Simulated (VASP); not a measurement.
# SnSe (P6_3/mmc) in VASP: further runs

The runs below take SnSe through relaxation of cell and atoms, single point, with r2SCAN, PBE.

Program: VASP 6.6.1. These are calculated values, not measurements. Logs are shortened: lines on timing, memory, paths and dates and some standing lists are left out, and cuts for length are marked.

## Step 1: The cell of the first run

The structure is hexagonal, space group P6_3/mmc (No. 194). Conventional cell: a = 4.168 Å, b = 4.168 Å, c = 7.508 Å, α = 90.00°, β = 90.00°, γ = 120.00°. Within 4.0 Å of Sn (site symmetry -3m) lie 6 Se at 3.05 Å and 2 Sn at 3.75 Å. Se (site symmetry -6m2) has 6 Sn at 3.05 Å within 4.0 Å.

## Step 2: Relaxation of cell and atoms, r2SCAN

File POSCAR:

```
SnSe
1.0
    4.1677160967      0.0000000000      0.0000000000
   -2.0838580484      3.6093480155      0.0000000000
    0.0000000000      0.0000000000      7.5081356780
Sn Se
2 2
Direct
    0.0000000000      0.0000000000      0.0000000000
    0.0000000000      0.0000000000      0.5000000000
    0.3333333333      0.6666666667      0.2500000000
    0.6666666667      0.3333333333      0.7500000000
```

File INCAR.step1:

```
  ALGO = Normal
  EDIFF = 1E-4
  ENCUT = 600
  GGA = PE
  ISMEAR = -1
  LASPH = True
  LCHARG = False
  LREAL = False
  LWAVE = True
  NELM = 100
  PREC = Accurate
  SIGMA = 0.02
```

File INCAR.step2:

```
  ALGO = Normal
  EDIFF = 1E-7
  EDIFFG = -0.005
  ENCUT = 600
  IBRION = 2
  ISIF = 3
  ISMEAR = -1
  ISTART = 1
  LASPH = True
  LCHARG = False
  LMIXTAU = True
  LREAL = False
  LWAVE = False
  METAGGA = R2SCAN
  NELM = 100
  NSW = 80
  PREC = Accurate
  SIGMA = 0.02
```

File KPOINTS:

```
k-points
0
Gamma
  6 6 4
```

Potentials or basis: VASP PAW PBE potentials, release 64 (Sn_d, Se).

On the command line:

```console
$ cat potpaw_PBE.64/Sn_d/POTCAR potpaw_PBE.64/Se/POTCAR > POTCAR
$ cp INCAR.step1 INCAR
$ mpirun -np 1 vasp_std > vasp.out
$ cp INCAR.step2 INCAR
$ mpirun -np 1 vasp_std > vasp.out
```

OUTCAR:

```text
EDIFF = 1E-7
   EDIFFG = -0.005
   ENCUT = 600
   IBRION = 2
   ISIF = 3
   ISMEAR = -1
   ISTART = 1
   LASPH = True
   LREAL = False
   METAGGA = R2SCAN
   NELM = 100
   NSW = 80
   PREC = Accurate

 ion  position               nearest neighbor table
   1  0.000  0.000  0.000-   3 3.05   4 3.05   4 3.05   3 3.05   4 3.05   3 3.05   2 3.75   2 3.75

   2  0.000  0.000  0.500-   3 3.05   4 3.05   4 3.05   3 3.05   4 3.05   3 3.05   1 3.75   1 3.75

   3  0.333  0.667  0.250-   1 3.05   2 3.05   1 3.05   2 3.05   1 3.05   2 3.05
   4  0.667  0.333  0.750-   1 3.05   2 3.05   1 3.05   2 3.05   1 3.05   2 3.05

  LATTYP: Found a hexagonal cell.
 ALAT       =     4.1677160967
 C/A-ratio  =     1.8014988314

  Lattice vectors:

 A1 = (   4.1677160967,   0.0000000000,   0.0000000000)
 A2 = (  -2.0838580484,   3.6093480155,   0.0000000000)
 A3 = (   0.0000000000,   0.0000000000,   7.5081356780)

Analysis of symmetry for initial positions (statically):
=====================================================================
 Subroutine PRICEL returns:
 Original cell was already a primitive cell.

 Routine SETGRP: Setting up the symmetry group for a
 hexagonal supercell.

 Subroutine GETGRP returns: Found 24 space group operations
 (whereof 12 operations were pure point group operations)
 out of a pool of 24 trial point group operations.

The static configuration has the point symmetry D_3d.
 The point group associated with its full space group is D_6h.

Analysis of symmetry for dynamics (positions and initial velocities):
=====================================================================
 Subroutine PRICEL returns:
 Original cell was already a primitive cell.

 Routine SETGRP: Setting up the symmetry group for a
 hexagonal supercell.

 Subroutine GETGRP returns: Found 24 space group operations
 (whereof 12 operations were pure point group operations)
 out of a pool of 24 trial point group operations.

The dynamic configuration has the point symmetry D_3d.
 The point group associated with its full space group is D_6h.

 Subroutine INISYM returns: Found 24 space group operations
 (whereof 12 operations are pure point group operations),
 and found     1 'primitive' translations

----------------------------------------------------------------------------------------

                                     Primitive cell

  volume of cell :     112.9429

  direct lattice vectors                    reciprocal lattice vectors
[... 76 lines left out ...]
   NGXF,Y,Z  is equivalent  to a cutoff of  28.72, 28.72, 26.57 a.u.
 SYSTEM =  unknown system
   PREC   = accura    normal or accurate (medium, high low for compatibility)
   ISTART =      1    job   : 0-new  1-cont  2-samecut
   ICHARG =      0    charge: 1-file 2-atom 10-const
   ISPIN  =      1    spin polarized calculation?
   LNONCOLLINEAR =      F non collinear calculations
   LSORBIT =      F    spin-orbit coupling
   LASPH  =      T    aspherical Exc in radial PAW
   ENCUT  =  600.0 eV  44.10 Ry    6.64 a.u.   8.32  8.32 15.00*2*pi/ulx,y,z
   NELM   =    100;   NELMIN=  2; NELMDL=  0     # of ELM steps
   EDIFF  = 0.1E-06   stopping-criterion for ELM
   LREAL  =      F    real-space projection
   EDIFFG = -.5E-02   stopping-criterion for IOM
   NSW    =     80    number of steps for IOM
   IBRION =      2    ionic relax: 0-MD 1-quasi-New 2-CG
   NFREE  =      1    steps in history (QN), initial steepest desc. (CG)
   ISIF   =      3    stress and relaxation
   ISYM   =      2    0-nonsym 1-usesym 2-fastsym
   POTIM  = 0.5000    time-step for ionic-motion
   TEBEG  =    0.0;   TEEND  =   0.0 temperature during run
   PSTRESS=    0.0 pullay stress
   NELECT =      40.0000    total number of electrons
   NUPDOWN=      -1.0000    fix difference up-down
   EMIN   =  10.00;   EMAX   =-10.00  energy-range for DOS
   EFERMI =   0.00;   METHOD = LEGACY
   ISMEAR =    -1;   SIGMA  =   0.02  broadening in eV -4-tet -1-fermi 0-gaus
   EFERMI_NEDOS =   21; number of points for ismear=-14 and -15
   IALGO  =     38    algorithm
   IMIX   =      4    mixing-type and parameters
     AMIX     =   0.40;   BMIX     =  1.00
     AMIX_MAG =   1.60;   BMIX_MAG =  1.00
  volume/ion in A,a.u.               =      28.24       190.54
  Fermi-wavevector in a.u.,A,eV,Ry     =   1.158266  2.188806 18.253321  1.341581
  Thomas-Fermi vector in A             =   2.294870
   LORBIT       =      0    0 simple, 1 ext, 2 COOP (PROOUT), +10 PAW based schemes
   METAGGA = R2SCAN    functional components
   LHFCALC =     F    Hartree Fock is set to
   AEXX    =    0.0000 exact exchange contribution
   IVDW    =     0    specifies the selected vdW correction
   LEPSILON=     F    determine dielectric tensor
   LRPA    =     F    only Hartree local field effects (RPA)
 conjugate gradient relaxation of ions
 non-spin polarized calculation
  energy-cutoff  :      600.00
  volume of cell :      112.94
 maximum number of plane-waves:      3802
 NGX is ok and might be reduce to    36
   NGX = 17   NGY = 17   NGZ = 29

--------------------------------------- Ionic step        1  -------------------------------------------

 number of electron      39.9999994 magnetization

 Free energy of the ion-electron system (eV)
  ---------------------------------------------------
  ext. energy  EPLUGINS =         0.00000000
  ---------------------------------------------------
  free energy    TOTEN  =       -79.47245982 eV

  energy without entropy =      -79.47209439  energy(sigma->0) =      -79.47227710

------------------------ aborting loop because EDIFF is reached ----------------------------------------

  FORCE on cell =-STRESS in cart. coord.  units (eV):
  Direction    XX          YY          ZZ          XY          YZ          ZX
  --------------------------------------------------------------------------------------
  -------------------------------------------------------------------------------------
  Total       -0.5769686     -0.5769686     -0.6379190      0.0000000     -0.0000000      0.0000000
  in kB       -8.1847183     -8.1847183     -9.0493446      0.0000000     -0.0000000      0.0000000
  external PRESSURE =      -8.4729271 kB  Pullay stress =       0.0000000 kB
[... 215 lines left out ...]
--------------------------------------- Ionic step        7  -------------------------------------------

 number of electron      39.9999998 magnetization

 Free energy of the ion-electron system (eV)
  ---------------------------------------------------
  ext. energy  EPLUGINS =         0.00000000
  ---------------------------------------------------
  free energy    TOTEN  =       -79.47761538 eV

  energy without entropy =      -79.47707779  energy(sigma->0) =      -79.47734659

 E-fermi :   5.5092     XC(G=0): -10.0877

 val. band max:        5.4620925500   @ k =   0.5000   0.0000   0.0000
 cond. band min:       5.5620201433   @ k =   0.3333   0.3333   0.5000
 fundamental gap:      0.0999275933
 Fermi energy:         5.5091500341

 k-point     1 :       0.0000    0.0000    0.0000
  band No.  band energies     occupation
      1     -17.1098      2.00000
      2     -17.0911      2.00000
      3     -17.0910      2.00000
      4     -17.0845      2.00000
      5     -17.0844      2.00000
      6     -17.0783      2.00000
[... 587 lines left out ...]
  FREE ENERGIE OF THE ION-ELECTRON SYSTEM (eV)
  ---------------------------------------------------
  free  energy   TOTEN  =       -79.4776153828 eV

  energy  without entropy=      -79.4770777942  energy(sigma->0) =      -79.47734659

 reached required accuracy - stopping structural energy minimisation
```

OUTCAR.step1:

```text
EDIFF = 1E-4
   ENCUT = 600
   GGA = PE
   ISMEAR = -1
   LASPH = True
   LREAL = False
[... 793 lines left out ...]
      0.00000      0.00000      3.75407         0.000000      0.000000      0.000000
     -0.00000      2.40623      1.87703        -0.000000      0.000000     -0.000000
      2.08386      1.20312      5.63110         0.000000     -0.000000     -0.000000
 -----------------------------------------------------------------------------------
    total drift:                               -0.000000      0.000000     -0.000000

  FREE ENERGIE OF THE ION-ELECTRON SYSTEM (eV)
  ---------------------------------------------------
  free  energy   TOTEN  =       -16.2052870794 eV

  energy  without entropy=      -16.2042394361  energy(sigma->0) =      -16.20476326
```

OSZICAR.step1:

```text
N       E                     dE             d eps       ncg     rms          rms(c)
DAV:   1     0.363340253611E+03    0.36334E+03   -0.21016E+04  1016   0.226E+03
DAV:   2     0.315730736399E+02   -0.33177E+03   -0.32852E+03  1032   0.531E+02
DAV:   3    -0.148372519501E+02   -0.46410E+02   -0.45786E+02  1304   0.169E+02
DAV:   4    -0.165875726437E+02   -0.17503E+01   -0.17490E+01  1088   0.354E+01
DAV:   5    -0.166447572700E+02   -0.57185E-01   -0.57177E-01  1592   0.657E+00    0.423E+00
DAV:   6    -0.162023776734E+02    0.44238E+00   -0.14709E+00  1200   0.597E+00    0.254E+00
DAV:   7    -0.162030272110E+02   -0.64954E-03   -0.26939E-01  1432   0.205E+00    0.119E+00
DAV:   8    -0.162054298443E+02   -0.24026E-02   -0.31199E-02  1272   0.133E+00    0.166E-01
DAV:   9    -0.162050778851E+02    0.35196E-03   -0.55502E-03  1368   0.460E-01    0.659E-02
DAV:  10    -0.162052645601E+02   -0.18667E-03   -0.47890E-04   936   0.125E-01    0.254E-02
DAV:  11    -0.162052870794E+02   -0.22519E-04   -0.37251E-05   816   0.583E-02
   1 F= -.16205287E+02 E0= -.16204763E+02  d E =-.104764E-02
```

Wall time 18 min (1 thread of AMD EPYC 9R45 (Zen 5), shared host); peak memory 0.3 GiB.

Results:

```
Free energy                            : -79.4776 eV
Relaxed volume                         : 27.76 Å³/atom
Relaxed cell                           : a = 4.138 Å, b = 4.138 Å, c = 7.487 Å, α = 90.00°, β = 90.00°, γ = 120.00°
Space group after relaxing (to 0.05 Å) : P6_3/mmc (No. 194)
Energy gained by relaxing              : 1.3 meV/atom
Ionic steps                            : 7
Pressure after relaxing                : 0.0 GPa
Band gap on the k mesh                 : zero (band 20 reaches 6.10 eV, above the bottom of band 21 at 5.46 eV)
```

The path:
| step | energy change (eV) | largest force (eV/Å) | pressure (GPa) | volume (Å³) |
| --- | --- | --- | --- | --- |
| 1 | 0.0000 | 0.0000 | -0.85 | 112.94 |
| 2 | -0.0044 | 0.0000 | 0.29 | 110.52 |
| 3 | -0.0049 | 0.0000 | 0.00 | 111.11 |
| 4 | -0.0049 | 0.0000 | -0.02 | 111.15 |
| 5 | -0.0050 | 0.0000 | -0.02 | 111.11 |
| 6 | -0.0051 | 0.0000 | -0.01 | 111.00 |
| 7 | -0.0052 | 0.0000 | -0.01 | 111.03 |

Final structure:
```yaml
crystal:
  lattice:
    - [4.13808, 0.00000, 0.00000]
    - [-2.06904, 3.58369, 0.00000]
    - [0.00000, 0.00000, 7.48703]
  atoms:
    - { symbol: Sn, position: [0.00000, 0.00000, 0.00000] }
    - { symbol: Sn, position: [0.00000, 0.00000, 0.50000] }
    - { symbol: Se, position: [0.33333, 0.66667, 0.25000] }
    - { symbol: Se, position: [0.66667, 0.33333, 0.75000] }
```

Levels at points of the mesh, in eV from the Fermi level:
```csv
k point,band 18,band 19,band 20,band 21,band 22,band 23
"(0.00, 0.00, 0.00)",-1.97,-1.97,0.12,1.15,2.79,2.79
"(0.50, 0.00, 0.00)",-2.20,-1.90,-0.72,-0.05,1.24,2.03
"(0.00, 0.00, 0.50)",-2.14,-1.44,-1.44,2.69,2.69,2.69
"(0.50, 0.00, 0.50)",-3.08,-2.99,-2.99,2.23,2.23,2.87
```

Caveat: the PAW data sets were made with another functional, which shifts forces and pressure a little; spin-orbit coupling is left out, which moves the levels of the heavy elements.

## Step 3: Single point, PBE

This run uses another cell than the first one, of 27.75 Å³/atom, 0.983 times its volume.

File INCAR:

```
  PREC = Accurate
  ENCUT = 520
  EDIFF = 1E-6
  ISMEAR = -1
  SIGMA = 0.02
  LREAL = False
  LASPH = True
  NELM = 100
  ALGO = Normal
  ISIF = 2
  LWAVE = False
  LCHARG = True
  GGA = PE
  LELF = True
  LVHAR = True
  NBANDS = 28
```

File KPOINTS:

```
Automatic mesh
0
Gamma
  12 12 4
```

File POSCAR:

```
SnSe
1.0
    4.1382210447      0.0000000000      0.0000000000
   -2.0691105224      3.5838045512      0.0000000000
    0.0000000000      0.0000000000      7.4840920889
Sn Se
2 2
Direct
    0.0000000000      0.0000000000      0.0000000000
    0.0000000000      0.0000000000      0.5000000000
    0.3333333333      0.6666666667      0.2500000000
    0.6666666667      0.3333333333      0.7500000000
```

Potentials or basis: VASP PAW PBE potentials, release 64 (Sn_d, Se).

On the command line:

```console
$ cat potpaw_PBE.64/Sn_d/POTCAR potpaw_PBE.64/Se/POTCAR > POTCAR
$ mpirun -np 1 vasp_std > vasp.out
```

OUTCAR:

```text
PREC = Accurate
   ENCUT = 520
   EDIFF = 1E-6
   ISMEAR = -1
   LREAL = False
   LASPH = True
   NELM = 100
   ISIF = 2
   GGA = PE

 ion  position               nearest neighbor table
   1  0.000  0.000  0.000-   3 3.03   4 3.03   4 3.03   3 3.03   4 3.03   3 3.03   2 3.74   2 3.74

   2  0.000  0.000  0.500-   3 3.03   4 3.03   4 3.03   3 3.03   4 3.03   3 3.03   1 3.74   1 3.74

   3  0.333  0.667  0.250-   1 3.03   2 3.03   1 3.03   2 3.03   1 3.03   2 3.03
[... 948 lines left out ...]
  Direction    XX          YY          ZZ          XY          YZ          ZX
  --------------------------------------------------------------------------------------
  -------------------------------------------------------------------------------------
  Total        0.5394105      0.5394105      0.6262673     -0.0000000     -0.0000000      0.0000000
  in kB        7.7863303      7.7863303      9.0400994     -0.0000000     -0.0000000      0.0000000
  external PRESSURE =       8.2042533 kB  Pullay stress =       0.0000000 kB

 VOLUME and BASIS-vectors are now :
 -----------------------------------------------------------------------------
  energy-cutoff  :      520.00
  volume of cell :      110.99
      direct lattice vectors                 reciprocal lattice vectors
     4.138221045  0.000000000  0.000000000     0.241649730  0.139516537  0.000000000
    -2.069110522  3.583804551  0.000000000     0.000000000  0.279033074  0.000000000
     0.000000000  0.000000000  7.484092089     0.000000000  0.000000000  0.133616742

 POSITION                                       TOTAL-FORCE (eV/Angst)
 -----------------------------------------------------------------------------------
      0.00000      0.00000      0.00000         0.000000      0.000000      0.000000
      0.00000      0.00000      3.74205         0.000000      0.000000      0.000000
     -0.00000      2.38920      1.87102         0.000000     -0.000000      0.000000
      2.06911      1.19460      5.61307        -0.000000      0.000000     -0.000000
 -----------------------------------------------------------------------------------
    total drift:                                0.000000     -0.000000      0.000000

  FREE ENERGIE OF THE ION-ELECTRON SYSTEM (eV)
  ---------------------------------------------------
  free  energy   TOTEN  =       -16.1904864298 eV

  energy  without entropy=      -16.1893422009  energy(sigma->0) =      -16.18991432
```

stdout:

```text
POSCAR found type information on POSCAR SnSe
 POSCAR found :  2 types and       4 ions
 scaLAPACK will be used
 LDA part: xc-table for (Slater+PW92), standard interpolation
 POSCAR, INCAR and KPOINTS ok, starting setup
 FFT: planning ... GRIDC
 FFT: planning ... GRID_SOFT
 FFT: planning ... GRID
 WAVECAR not read
 entering main loop
```

Run time: 98 s. Hardware: 1 thread of Intel Xeon Platinum 8259CL at 2.50GHz (Skylake/Cascade Lake), shared host; peak memory 0.32 GiB.

What came out:

* Free energy: -16.1905 eV
* Pressure: 0.8 GPa
* Band gap on the k mesh: zero (band 20 reaches 6.16 eV, above the bottom of band 21 at 5.36 eV)

Stress tensor (GPa, compression positive):
```
0.78 0.00 0.00
0.00 0.78 0.00
0.00 0.00 0.90
```

Caveat: spin-orbit coupling is left out, which moves the levels of the heavy elements.
